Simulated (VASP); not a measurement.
# As: single point with LDA

System: As, a sheet with vacuum.

```
As
1.0
     3.51290    0.00000    0.00000
    -1.75645    3.04226    0.00000
     0.00000    0.00000   26.60000
As
2
Direct
  0.33333 0.66667 0.26350
  0.66667 0.33333 0.31545
```

```yaml
Program: VASP 6.6.1
Task: single point
Functional: LDA
Potentials_or_basis: VASP PAW LDA potentials, release 64 (As_d)
Cutoff: 400 eV
k_mesh: 12 × 12 × 1
Occupations: gaussian, width 0.03 eV
Spin: no spin polarisation
Dipole_correction: yes
Further_INCAR_settings: ALGO = Normal; EDIFF = 1e-06; NBANDS = 22; NELMDL = -8
```

| Property | Result |
| --- | --- |
| Largest force | 0.062 eV/Å |
| Band gap on the k mesh | 1.43 eV (least direct gap 2.12 eV) |

Forces in eV/Å, atoms in the order of the input:
```
As   0.000  0.000 -0.062
As   0.000  0.000  0.062
```

Levels at points of the mesh, in eV from the valence-band top:
| k point | band 13 | band 14 | band 15 | band 16 | band 17 | band 18 |
| --- | --- | --- | --- | --- | --- | --- |
| (0.00, 0.00, 0.00) | -0.85 | 0.00 | 0.00 | 2.12 | 3.58 | 3.58 |
| (0.50, 0.00, 0.00) | -3.70 | -2.05 | -1.82 | 1.84 | 2.96 | 4.60 |

It took 4.6 min on 1 thread of AMD EPYC 7571 (shared host), peak memory 0.23 GiB.
